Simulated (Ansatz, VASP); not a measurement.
# Two plane-wave programs on Zn3Cd2S5

```
Zn Cd S
1.0
     0.00029   -3.97419   -0.00025
     3.97418   -0.00030   -0.00011
    -1.98715    1.98621   14.17735
Zn Cd S
3 2 5
Direct
  0.59221 0.59224 0.18447
  0.00002 0.00002 0.00000
  0.40776 0.40779 0.81553
  0.80594 0.80586 0.61168
  0.19405 0.19408 0.38832
  0.25006 0.74994 0.50000
  0.63797 0.13804 0.27609
  0.04607 0.54612 0.09219
  0.45394 0.95394 0.90782
  0.86197 0.36197 0.72391
```

Change from the starting cell: cell x1, atoms moved at random (sigma 0.15 Å) and cell strained at random (1.5 %), then relaxed without symmetry.

Alike in both runs: functional PBE; k mesh 4 × 4 × 4; occupations gaussian, width 0.1 eV; no spin polarisation.

Ansatz relaxed the structure, and its values are those at the end. VASP's run is a single point on that final structure, the one shown.

|  | VASP | Ansatz |
| --- | --- | --- |
| version | VASP 6.6.1 | Ansatz 0.2.0 |
| potentials or method | VASP PAW PBE potentials, release 64 (Zn, Cd, S), cutoff 520 eV | scalar-relativistic, plane waves, PAW |
| valence electrons in the cell | 90 | 106 |

Ansatz gave:

* gap on the k mesh at the Fermi level (eV): 1.45
* least direct gap on the mesh (eV): 1.45
* pressure (GPa): 0.0
* rms of the force components (eV/Å): 0.001

Task: Estimate VASP's values.

Result: gap on the k mesh at the Fermi level (eV): 1.45; least direct gap on the mesh (eV): 1.45; pressure (GPa): 0.2; rms of the force components (eV/Å): 0.006.

With one functional, cell and mesh, what is left measures potentials, basis and numerics. VASP's potentials hold 90 valence electrons a cell and Ansatz's 106, so a difference there can come from the potentials and not from the codes.
